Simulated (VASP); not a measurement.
# CsSnI3 (Pm-3m) in VASP: further runs

Aim: see how the results for CsSnI3 move with the level of theory and the settings. Levels: PBE, r2SCAN. Tasks: single point.

Program: VASP 6.6.1. These are calculated values, not measurements. Logs are shortened: lines on timing, memory, paths and dates and some standing lists are left out, and cuts for length are marked.

## (1) The cell of the first run

It takes space group Pm-3m (No. 221, cubic). Conventional cell: a = 6.362 Å, b = 6.362 Å, c = 6.362 Å, α = 90.00°, β = 90.00°, γ = 90.00°. Within 5.9 Å of Cs (site symmetry m-3m) lie 12 I at 4.50 Å and 8 Sn at 5.51 Å. Within 4.2 Å of Sn (site symmetry m-3m) lie 6 I at 3.18 Å. I (site symmetry 4/mmm) has 2 Sn at 3.18 Å within 4.2 Å.

## (2) Single point, PBE (volume changed by +3%)

Input file INCAR:

```
PREC = Accurate
ENCUT = 520
EDIFF = 1E-6
ISMEAR = 0
SIGMA = 0.01
LREAL = False
LASPH = True
NELM = 100
ALGO = Normal
ISIF = 2
LWAVE = False
LCHARG = False
GGA = PE
NBANDS = 30
```

Input file KPOINTS:

```
Automatic mesh
0
Gamma
  4 4 4
```

Input file POSCAR:

```
CsSnI3
1.0
    6.3622136167      0.0000000000      0.0000000000
    0.0000000000      6.3622136167      0.0000000000
    0.0000000000      0.0000000000      6.3622136167
Cs Sn I
1 1 3
Direct
    0.0000000000      0.0000000000      0.0000000000
    0.5000000000      0.5000000000      0.5000000000
    0.0000000000      0.5000000000      0.5000000000
    0.5000000000      0.0000000000      0.5000000000
    0.5000000000      0.5000000000      0.0000000000
```

Potentials or basis: VASP PAW PBE potentials, release 64 (Cs_sv, Sn_d, I).

Run with:

```bash
$ cat potpaw_PBE.64/Cs_sv/POTCAR potpaw_PBE.64/Sn_d/POTCAR potpaw_PBE.64/I/POTCAR > POTCAR
$ mpirun -np 1 vasp_std > vasp.out
```

OUTCAR:

```text
PREC = Accurate
   ENCUT = 520
   EDIFF = 1E-6
   ISMEAR = 0
   LREAL = False
   LASPH = True
   NELM = 100
   ISIF = 2
   GGA = PE

 ion  position               nearest neighbor table
   1  0.000  0.000  0.000-
   2  0.500  0.500  0.500-   3 3.18   4 3.18   5 3.18   5 3.18   4 3.18   3 3.18
   3  0.000  0.500  0.500-   2 3.18   2 3.18
   4  0.500  0.000  0.500-   2 3.18   2 3.18
   5  0.500  0.500  0.000-   2 3.18   2 3.18

  LATTYP: Found a simple cubic cell.
 ALAT       =     6.3622136167

  Lattice vectors:

 A1 = (   6.3622136167,   0.0000000000,   0.0000000000)
 A2 = (   0.0000000000,   6.3622136167,   0.0000000000)
 A3 = (   0.0000000000,   0.0000000000,   6.3622136167)

Analysis of symmetry for initial positions (statically):
=====================================================================
 Subroutine PRICEL returns:
 Original cell was already a primitive cell.

 Routine SETGRP: Setting up the symmetry group for a
 simple cubic supercell.

 Subroutine GETGRP returns: Found 48 space group operations
 (whereof 48 operations were pure point group operations)
 out of a pool of 48 trial point group operations.

The static configuration has the point symmetry O_h .

Analysis of symmetry for dynamics (positions and initial velocities):
=====================================================================
 Subroutine PRICEL returns:
 Original cell was already a primitive cell.

 Routine SETGRP: Setting up the symmetry group for a
 simple cubic supercell.

 Subroutine GETGRP returns: Found 48 space group operations
 (whereof 48 operations were pure point group operations)
 out of a pool of 48 trial point group operations.

The dynamic configuration has the point symmetry O_h .

 Subroutine INISYM returns: Found 48 space group operations
 (whereof 48 operations are pure point group operations),
 and found     1 'primitive' translations

----------------------------------------------------------------------------------------

                                     Primitive cell

  volume of cell :     257.5282

  direct lattice vectors                    reciprocal lattice vectors
     6.362213617  0.000000000  0.000000000     0.157177998  0.000000000  0.000000000
     0.000000000  6.362213617  0.000000000     0.000000000  0.157177998  0.000000000
[... 74 lines left out ...]
   ENCUT  =  520.0 eV  38.22 Ry    6.18 a.u.  11.83 11.83 11.83*2*pi/ulx,y,z
   NELM   =    100;   NELMIN=  2; NELMDL= -5     # of ELM steps
   EDIFF  = 0.1E-05   stopping-criterion for ELM
   LREAL  =      F    real-space projection
   EDIFFG = 0.1E-04   stopping-criterion for IOM
   NSW    =      0    number of steps for IOM
   IBRION =     -1    ionic relax: 0-MD 1-quasi-New 2-CG
   NFREE  =      0    steps in history (QN), initial steepest desc. (CG)
   ISIF   =      2    stress and relaxation
   ISYM   =      2    0-nonsym 1-usesym 2-fastsym
   POTIM  = 0.5000    time-step for ionic-motion
   TEBEG  =    0.0;   TEEND  =   0.0 temperature during run
   PSTRESS=    0.0 pullay stress
   NELECT =      44.0000    total number of electrons
   NUPDOWN=      -1.0000    fix difference up-down
   EMIN   =  10.00;   EMAX   =-10.00  energy-range for DOS
   EFERMI =   0.00;   METHOD = LEGACY
   ISMEAR =     0;   SIGMA  =   0.01  broadening in eV -4-tet -1-fermi 0-gaus
   EFERMI_NEDOS =   21; number of points for ismear=-14 and -15
   IALGO  =     38    algorithm
   IMIX   =      4    mixing-type and parameters
     AMIX     =   0.40;   BMIX     =  1.00
     AMIX_MAG =   1.60;   BMIX_MAG =  1.00
  volume/ion in A,a.u.               =      51.51       347.58
  Fermi-wavevector in a.u.,A,eV,Ry     =   0.908415  1.716655 11.227762  0.825217
  Thomas-Fermi vector in A             =   2.032338
   LORBIT       =      0    0 simple, 1 ext, 2 COOP (PROOUT), +10 PAW based schemes
   GGA     = PE    functional components
   LHFCALC =     F    Hartree Fock is set to
   AEXX    =    0.0000 exact exchange contribution
   IVDW    =     0    specifies the selected vdW correction
   LEPSILON=     F    determine dielectric tensor
   LRPA    =     F    only Hartree local field effects (RPA)
 non-spin polarized calculation
 Gauss-broadening in eV      SIGMA  =   0.01
  energy-cutoff  :      520.00
  volume of cell :      257.53
 maximum number of plane-waves:      6968
 NGX is ok and might be reduce to    48
   NGX = 23   NGY = 23   NGZ = 23

 number of electron      44.0000009 magnetization

 Free energy of the ion-electron system (eV)
  ---------------------------------------------------
  ext. energy  EPLUGINS =         0.00000000
  ---------------------------------------------------
  free energy    TOTEN  =       -13.96629746 eV

  energy without entropy =      -13.96629746  energy(sigma->0) =      -13.96629746

 E-fermi :   2.0474     XC(G=0):  -7.2209

 val. band max:        1.9990101556   @ k =   0.5000   0.5000   0.5000
 cond. band min:       2.6109806497   @ k =   0.5000   0.5000   0.5000
 fundamental gap:      0.6119704941
 Fermi energy:         2.0474230946

 k-point     1 :       0.0000    0.0000    0.0000
  band No.  band energies     occupation
      1     -20.0204      2.00000
      2     -19.9190      2.00000
      3     -19.9190      2.00000
      4     -19.9077      2.00000
      5     -19.9077      2.00000
      6     -19.9077      2.00000
[... 319 lines left out ...]
     29       6.3607      0.00000
     30       7.4784      0.00000

------------------------ aborting loop because EDIFF is reached ----------------------------------------

  FORCE on cell =-STRESS in cart. coord.  units (eV):
  Direction    XX          YY          ZZ          XY          YZ          ZX
  --------------------------------------------------------------------------------------
  -------------------------------------------------------------------------------------
  Total       -0.6503025     -0.6503025     -0.6503025     -0.0000000     -0.0000000     -0.0000000
  in kB       -4.0457707     -4.0457707     -4.0457707     -0.0000000     -0.0000000     -0.0000000
  external PRESSURE =      -4.0457707 kB  Pullay stress =       0.0000000 kB

 VOLUME and BASIS-vectors are now :
 -----------------------------------------------------------------------------
  energy-cutoff  :      520.00
  volume of cell :      257.53
      direct lattice vectors                 reciprocal lattice vectors
     6.362213617  0.000000000  0.000000000     0.157177998  0.000000000  0.000000000
     0.000000000  6.362213617  0.000000000     0.000000000  0.157177998  0.000000000
     0.000000000  0.000000000  6.362213617     0.000000000  0.000000000  0.157177998

 POSITION                                       TOTAL-FORCE (eV/Angst)
 -----------------------------------------------------------------------------------
      0.00000      0.00000      0.00000         0.000000      0.000000      0.000000
      3.18111      3.18111      3.18111         0.000000      0.000000      0.000000
      0.00000      3.18111      3.18111         0.000000      0.000000      0.000000
      3.18111      0.00000      3.18111         0.000000      0.000000      0.000000
      3.18111      3.18111      0.00000         0.000000      0.000000      0.000000
 -----------------------------------------------------------------------------------
    total drift:                                0.000000     -0.000000     -0.000000

  FREE ENERGIE OF THE ION-ELECTRON SYSTEM (eV)
  ---------------------------------------------------
  free  energy   TOTEN  =       -13.9662974618 eV

  energy  without entropy=      -13.9662974618  energy(sigma->0) =      -13.96629746
```

OSZICAR:

```text
N       E                     dE             d eps       ncg     rms          rms(c)
DAV:   1     0.337749919739E+03    0.33775E+03   -0.18020E+04   600   0.132E+03
DAV:   2     0.278561043299E+02   -0.30989E+03   -0.29711E+03   692   0.273E+02
DAV:   3    -0.125823225177E+02   -0.40438E+02   -0.40041E+02   698   0.110E+02
DAV:   4    -0.142773048840E+02   -0.16950E+01   -0.16899E+01   754   0.272E+01
DAV:   5    -0.143336975648E+02   -0.56393E-01   -0.56388E-01   878   0.463E+00    0.370E+00
DAV:   6    -0.139951217917E+02    0.33858E+00   -0.47502E-01   758   0.348E+00    0.239E+00
DAV:   7    -0.139603726782E+02    0.34749E-01   -0.33859E-01   748   0.222E+00    0.107E+00
DAV:   8    -0.139669342324E+02   -0.65616E-02   -0.51416E-02   718   0.145E+00    0.296E-01
DAV:   9    -0.139659843659E+02    0.94987E-03   -0.59402E-03   748   0.538E-01    0.136E-01
DAV:  10    -0.139662465009E+02   -0.26214E-03   -0.97947E-04   722   0.141E-01    0.602E-02
DAV:  11    -0.139662970187E+02   -0.50518E-04   -0.29686E-04   770   0.107E-01    0.293E-02
DAV:  12    -0.139663005678E+02   -0.35491E-05   -0.38975E-05   782   0.393E-02    0.263E-02
DAV:  13    -0.139662985632E+02    0.20046E-05   -0.24697E-06   588   0.113E-02    0.124E-02
DAV:  14    -0.139662974101E+02    0.11531E-05   -0.43751E-06   636   0.131E-02    0.124E-03
DAV:  15    -0.139662974618E+02   -0.51754E-07   -0.38211E-07   408   0.287E-03
   1 F= -.13966297E+02 E0= -.13966297E+02  d E =-.583709E-14
```

stdout:

```text
POSCAR found type information on POSCAR CsSnI
 POSCAR found :  3 types and       5 ions
 scaLAPACK will be used
 LDA part: xc-table for (Slater+PW92), standard interpolation
 POSCAR, INCAR and KPOINTS ok, starting setup
 FFT: planning ... GRIDC
 FFT: planning ... GRID_SOFT
 FFT: planning ... GRID
 WAVECAR not read
 entering main loop
```

Run time: 2.6 min. Hardware: 1 thread of AMD EPYC, shared host; peak memory 0.33 GiB.

What came out:

* Free energy: -13.9663 eV
* Pressure: -0.4 GPa
* Band gap on the k mesh: 0.61 eV, direct

Levels at points of the mesh, in eV from the valence-band top:
```csv
k point,band 18,band 19,band 20,band 21,band 22,band 23,band 24,band 25,band 26,band 27
"(0.00, 0.00, 0.00)",-1.87,-1.87,-1.75,-1.75,-1.75,2.51,3.58,3.58,3.92,3.92
"(0.50, 0.00, 0.00)",-2.08,-2.00,-1.84,-1.84,-1.32,1.32,3.94,4.23,4.27,4.27
"(0.50, 0.50, 0.00)",-2.13,-2.13,-2.10,-1.36,-0.65,1.01,1.01,3.99,4.49,4.66
"(0.50, 0.50, 0.50)",-2.09,-1.35,-1.35,-1.35,0.00,0.61,0.61,0.61,3.38,4.36
```

Caveat: spin-orbit coupling is left out, which moves the levels of the heavy elements.

## (3) Single point, PBE (volume changed by +6%)

Input file INCAR:

```
SYSTEM = CsSnI3
  PREC = Accurate
  ENCUT = 520
  EDIFF = 1E-6
  ISMEAR = 0
  SIGMA = 0.01
  LREAL = .False.
  LASPH = .True.
  NELM = 100
  ALGO = Normal
  ISIF = 2
  LWAVE = .False.
  LCHARG = .False.
  GGA = PE
  NBANDS = 30
```

Input file KPOINTS:

```
regular mesh
0
Gamma
  4 4 4
  0 0 0
```

POSCAR: that of step 2 with these lines changed.

```diff
@@ -2,5 +2,5 @@
 1.0
-    6.3622136167      0.0000000000      0.0000000000
-    0.0000000000      6.3622136167      0.0000000000
-    0.0000000000      0.0000000000      6.3622136167
+    6.4233925007      0.0000000000      0.0000000000
+    0.0000000000      6.4233925007      0.0000000000
+    0.0000000000      0.0000000000      6.4233925007
 Cs Sn I
```

Potentials or basis: VASP PAW PBE potentials, release 64 (Cs_sv, Sn_d, I).

Run with:

```bash
$ cat potpaw_PBE.64/Cs_sv/POTCAR potpaw_PBE.64/Sn_d/POTCAR potpaw_PBE.64/I/POTCAR > POTCAR
$ mpirun -np 1 vasp_std > vasp.out
```

Run time: 2.3 min. Hardware: 1 thread of AMD EPYC, shared host; peak memory 0.33 GiB.

It converged, with:

```
Free energy            : -13.9392 eV
Pressure               : -0.8 GPa
Band gap on the k mesh : 0.72 eV, direct
```

Levels at points of the mesh, in eV from the valence-band top:
```
           k point  band 19  band 20  band 21  band 22  band 23  band 24  band 25  band 26
(0.00, 0.00, 0.00)    -1.70    -1.59    -1.59    -1.59     2.64     3.75     3.75     4.09
(0.50, 0.00, 0.00)    -1.82    -1.67    -1.67    -1.23     1.40     4.02     4.24     4.24
(0.50, 0.50, 0.00)    -1.94    -1.94    -1.22    -0.61     1.10     1.10     3.98     4.58
(0.50, 0.50, 0.50)    -1.21    -1.21    -1.21     0.00     0.72     0.72     0.72     3.52
```

Caveat: spin-orbit coupling is left out, which moves the levels of the heavy elements.

## (4) Single point, r2SCAN (volume changed by -6%)

POSCAR: that of step 3 with these lines changed.

```diff
@@ -2,5 +2,5 @@
 1.0
-    6.4233925007      0.0000000000      0.0000000000
-    0.0000000000      6.4233925007      0.0000000000
-    0.0000000000      0.0000000000      6.4233925007
+    6.1139889011      0.0000000000      0.0000000000
+    0.0000000000      6.1139889011      0.0000000000
+    0.0000000000      0.0000000000      6.1139889011
 Cs Sn I
```

Input file INCAR.step1:

```
PREC = Accurate
ENCUT = 520
ISMEAR = 0
SIGMA = 0.01
LREAL = False
LASPH = True
NELM = 80
NBANDS = 30
GGA = PE
ALGO = Normal
EDIFF = 1E-4
LWAVE = True
LCHARG = False
```

Input file INCAR.step2:

```
PREC = Accurate
ENCUT = 520
EDIFF = 1E-6
ISMEAR = 0
SIGMA = 0.01
LREAL = False
LASPH = True
NELM = 80
ALGO = Normal
ISIF = 2
LWAVE = False
LCHARG = False
METAGGA = R2SCAN
LMIXTAU = True
NBANDS = 30
ISTART = 1
```

Input file KPOINTS:

```
Automatic mesh
0
Gamma
  4 4 4
```

Run with:

```bash
$ cat potpaw_PBE.64/Cs_sv/POTCAR potpaw_PBE.64/Sn_d/POTCAR potpaw_PBE.64/I/POTCAR > POTCAR
$ cp INCAR.step1 INCAR
$ mpirun -np 1 vasp_std > vasp.out
$ cp INCAR.step2 INCAR
$ mpirun -np 1 vasp_std > vasp.out
```

Run time: 9.3 min. Hardware: 1 thread of AMD EPYC, shared host; peak memory 0.37 GiB.

The run converged. Its results:

```yaml
Free_energy: -128.5748 eV
Pressure: 1.3 GPa
Band_gap_on_the_k_mesh: 0.20 eV, direct
```

Levels at points of the mesh, in eV from the valence-band top:
| k point | band 20 | band 21 | band 22 | band 23 | band 24 | band 25 |
| --- | --- | --- | --- | --- | --- | --- |
| (0.00, 0.00, 0.00) | -2.78 | -2.78 | -2.78 | 2.27 | 2.94 | 2.94 |
| (0.50, 0.00, 0.00) | -2.93 | -2.93 | -1.92 | 0.97 | 3.88 | 3.93 |
| (0.50, 0.50, 0.00) | -3.15 | -2.31 | -0.95 | 0.65 | 0.65 | 4.15 |
| (0.50, 0.50, 0.50) | -2.30 | -2.30 | 0.00 | 0.20 | 0.20 | 0.20 |

Caveat: the PAW data sets were made with another functional, which shifts forces and pressure a little; spin-orbit coupling is left out, which moves the levels of the heavy elements. A k mesh can miss the band edges.

(Continued in part 2 of 2.)
